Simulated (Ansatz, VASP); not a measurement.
**One calculation of Zn2GeN3, two programs**

```xyz
6
Lattice="4.2245 0.0000 0.0000 -2.1122 3.6585 0.0000 0.0000 0.0000 7.4404" Properties=species:S:1:pos:R:3 pbc="T T T"
Zn    0.0000    0.0000    1.2478
Zn    0.0000    0.0000    6.1926
Ge    0.0000    0.0000    3.7202
N     2.1122    0.0000    3.7202
N    -1.0561    1.8293    3.7202
N     1.0561    1.8293    3.7202
```

Alike in both runs: functional PBE; k mesh 12 × 12 × 6; occupations gaussian, width 0.1 eV; no spin polarisation.

Ansatz relaxed the structure, and its values are those at the end. VASP's run is a single point on that final structure, the one shown.

|  | VASP | Ansatz |
| --- | --- | --- |
| version | VASP 6.6.1 | Ansatz 0.2.0 |
| potentials or method | VASP PAW PBE potentials, release 64 (Zn, Ge_d, N), cutoff 520 eV | scalar-relativistic, plane waves, PAW |
| valence electrons in the cell | 53 | 53 |

```csv
,VASP,Ansatz,Ansatz less VASP
gap on the k mesh at the Fermi level (eV),none,none,-
pressure (GPa),0.1,0.0,-0.06
```

A gap of «none» marks a metal or a gap that the smearing closes. The functional is the same, so the differences come from potentials, cutoffs and numerics.
